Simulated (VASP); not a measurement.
# Os (P6_3/mmc) in VASP: single point with PBE+D3(BJ)

Aim: the single point of Os with PBE+D3(BJ).

All numbers are computed with VASP 6.6.1; they aren't measurements. Logs are shortened: lines on timing, memory, paths and dates and some standing lists are left out, and cuts for length are marked.

## 1. The cell of the first run

The structure is hexagonal, space group P6_3/mmc (No. 194). Conventional cell: a = 2.735 Å, b = 2.735 Å, c = 4.327 Å, α = 90.00°, β = 90.00°, γ = 120.00°. Within 3.5 Å of Os (site symmetry -6m2) lie 12 Os at 2.68 to 2.73 Å.

## 2. Single point, PBE+D3(BJ)

Contents of INCAR:

```
PREC = Accurate ; ENCUT = 520
EDIFF = 1E-7 ; ISMEAR = 0
SIGMA = 0.1 ; LREAL = F
LASPH = T ; NELM = 100
ALGO = Normal ; ISIF = 2
LWAVE = F ; LCHARG = T
GGA = PE ; IVDW = 12
LELF = T ; LVHAR = T
NBANDS = 15
```

Contents of KPOINTS:

```
regular mesh
0
Gamma
  18 18 10
```

Contents of POSCAR:

```
Os
1.0
    2.7349614569      0.0000000000      0.0000000000
   -1.3674807285      2.3685461001      0.0000000000
    0.0000000000      0.0000000000      4.3268322928
Os
2
Direct
    0.3333333333      0.6666666667      0.2500000000
    0.6666666667      0.3333333333      0.7500000000
```

Potentials or basis: VASP PAW PBE potentials, release 64 (Os).

The run is started by

```
> cat potpaw_PBE.64/Os/POTCAR > POTCAR
> mpirun -np 1 vasp_std > vasp.out
```

OUTCAR:

```text
PREC = Accurate
   ENCUT = 520
   EDIFF = 1E-7
   ISMEAR = 0
   LREAL = F
   LASPH = T
   NELM = 100
   ISIF = 2
   GGA = PE
   IVDW = 12
 IVDW          = 12

 ion  position               nearest neighbor table
   1  0.333  0.667  0.250-   2 2.68   2 2.68   2 2.68   2 2.68   2 2.68   2 2.68
   2  0.667  0.333  0.750-   1 2.68   1 2.68   1 2.68   1 2.68   1 2.68   1 2.68

  LATTYP: Found a hexagonal cell.
 ALAT       =     2.7349614569
 C/A-ratio  =     1.5820450712

  Lattice vectors:

 A1 = (   2.7349614569,   0.0000000000,   0.0000000000)
 A2 = (  -1.3674807285,   2.3685461001,   0.0000000000)
 A3 = (   0.0000000000,   0.0000000000,   4.3268322928)

Analysis of symmetry for initial positions (statically):
=====================================================================
 Subroutine PRICEL returns:
 Original cell was already a primitive cell.

 Routine SETGRP: Setting up the symmetry group for a
 hexagonal supercell.

 Subroutine GETGRP returns: Found 24 space group operations
 (whereof 12 operations were pure point group operations)
 out of a pool of 24 trial point group operations.

The static configuration has the point symmetry D_3d.
 The point group associated with its full space group is D_6h.

Analysis of symmetry for dynamics (positions and initial velocities):
=====================================================================
 Subroutine PRICEL returns:
 Original cell was already a primitive cell.

 Routine SETGRP: Setting up the symmetry group for a
 hexagonal supercell.

 Subroutine GETGRP returns: Found 24 space group operations
 (whereof 12 operations were pure point group operations)
 out of a pool of 24 trial point group operations.

The dynamic configuration has the point symmetry D_3d.
 The point group associated with its full space group is D_6h.

 Subroutine INISYM returns: Found 24 space group operations
 (whereof 12 operations are pure point group operations),
 and found     1 'primitive' translations

----------------------------------------------------------------------------------------

                                     Primitive cell

  volume of cell :      28.0287

  direct lattice vectors                    reciprocal lattice vectors
     2.734961457  0.000000000  0.000000000     0.365635866  0.211099966  0.000000000
    -1.367480728  2.368546100  0.000000000     0.000000000  0.422199931  0.000000000
     0.000000000  0.000000000  4.326832293     0.000000000  0.000000000  0.231115960

  length of vectors
[... 94 lines left out ...]
   NUPDOWN=      -1.0000    fix difference up-down
   EMIN   =  10.00;   EMAX   =-10.00  energy-range for DOS
   EFERMI =   0.00;   METHOD = LEGACY
   ISMEAR =     0;   SIGMA  =   0.10  broadening in eV -4-tet -1-fermi 0-gaus
   EFERMI_NEDOS =   21; number of points for ismear=-14 and -15
   IALGO  =     38    algorithm
   IMIX   =      4    mixing-type and parameters
     AMIX     =   0.40;   BMIX     =  1.00
     AMIX_MAG =   1.60;   BMIX_MAG =  1.00
  volume/ion in A,a.u.               =      14.01        94.57
  Fermi-wavevector in a.u.,A,eV,Ry     =   1.358044  2.566331 25.092994  1.844283
  Thomas-Fermi vector in A             =   2.484911
   LORBIT       =      0    0 simple, 1 ext, 2 COOP (PROOUT), +10 PAW based schemes
   GGA     = PE    functional components
   LHFCALC =     F    Hartree Fock is set to
   AEXX    =    0.0000 exact exchange contribution
   IVDW    =    12    specifies the selected vdW correction
   LEPSILON=     F    determine dielectric tensor
   LRPA    =     F    only Hartree local field effects (RPA)
 non-spin polarized calculation
 Gauss-broadening in eV      SIGMA  =   0.10
  energy-cutoff  :      520.00
  volume of cell :       28.03
 maximum number of plane-waves:       774
   NGX = 11   NGY = 11   NGZ = 17

 number of electron      15.9999999 magnetization

 Free energy of the ion-electron system (eV)
  ---------------------------------------------------
  ext. energy  EPLUGINS =         0.00000000
  ---------------------------------------------------
  free energy    TOTEN  =       -22.48645729 eV

  energy without entropy =      -22.47901003  energy(sigma->0) =      -22.48273366

 E-fermi :   9.4409     XC(G=0): -14.0478

 val. band max:        9.4318150437   @ k =   0.2222   0.0556   0.3000
 cond. band min:       9.4504465588   @ k =   0.0000   0.0000   0.0000
 fundamental gap:      0.0186315151
 Fermi energy:         9.4409344299

 k-point     1 :       0.0000    0.0000    0.0000
  band No.  band energies     occupation
      1      -1.4872      2.00000
      2       1.6623      2.00000
      3       6.3925      2.00000
      4       6.3925      2.00000
      5       6.6318      2.00000
      6       7.2278      2.00000
      7       7.2278      2.00000
      8       7.8945      2.00000
      9       7.8945      2.00000
     10       9.4504      0.89299
     11      11.1238      0.00000
     12      11.1238      0.00000
     13      18.4758      0.00000
     14      23.4818      0.00000
[... 401 lines left out ...]
      2       2.7545      2.00000
      3       3.0898      2.00000
      4       5.8420      2.00000
      5       5.9336      2.00000
      6       6.8135      2.00000
      7       7.5131      2.00000
      8      11.0191      0.00000
      9      11.4564      0.00000
     10      11.9255      0.00000
     11      13.3494      0.00000
     12      16.3791      0.00000
     13      18.8486      0.00000
     14      19.9530      0.00000
     15      21.6579      0.00000

 [... further k-points ...]

------------------------ aborting loop because EDIFF is reached ----------------------------------------

 Edisp (eV)   -1.30642

 E8    (eV) :    -0.6422

  FORCE on cell =-STRESS in cart. coord.  units (eV):
  Direction    XX          YY          ZZ          XY          YZ          ZX
  --------------------------------------------------------------------------------------
  -------------------------------------------------------------------------------------
  Total       0.00637     0.00637    -0.01938    -0.00000    -0.00000     0.00000
  in kB       0.36418     0.36418    -1.10766    -0.00000    -0.00000     0.00000
  external pressure =       -0.13 kB  Pullay stress =        0.00 kB

 VOLUME and BASIS-vectors are now :
 -----------------------------------------------------------------------------
  energy-cutoff  :      520.00
  volume of cell :       28.03
      direct lattice vectors                 reciprocal lattice vectors
     2.734961457  0.000000000  0.000000000     0.365635866  0.211099966  0.000000000
    -1.367480728  2.368546100  0.000000000     0.000000000  0.422199931  0.000000000
     0.000000000  0.000000000  4.326832293     0.000000000  0.000000000  0.231115960

 POSITION                                       TOTAL-FORCE (eV/Angst)
 -----------------------------------------------------------------------------------
     -0.00000      1.57903      1.08171         0.000000      0.000000      0.000000
      1.36748      0.78952      3.24512        -0.000000      0.000000      0.000000
 -----------------------------------------------------------------------------------
    total drift:                               -0.000000      0.000000     -0.000000

  FREE ENERGIE OF THE ION-ELECTRON SYSTEM (eV)
  ---------------------------------------------------
  free  energy   TOTEN  =       -23.7928737258 eV

  energy  without entropy=      -23.7854264689  energy(sigma->0) =      -23.78915010
```

Run time: 70 s. Hardware: 1 thread of AMD EPYC 7R13 (Zen 3), shared host; peak memory 0.18 GiB.

Results:

* Free energy: -23.7929 eV
* Pressure: 0.0 GPa
* Band gap on the k mesh: zero (band 8 reaches 11.48 eV, above the bottom of band 9 at 7.55 eV)
* Dispersion energy per atom: -0.653 eV

Caveat: spin-orbit coupling is left out, which moves the levels of the heavy elements; pairwise dispersion overbinds metals, which lowers pressure and volume.
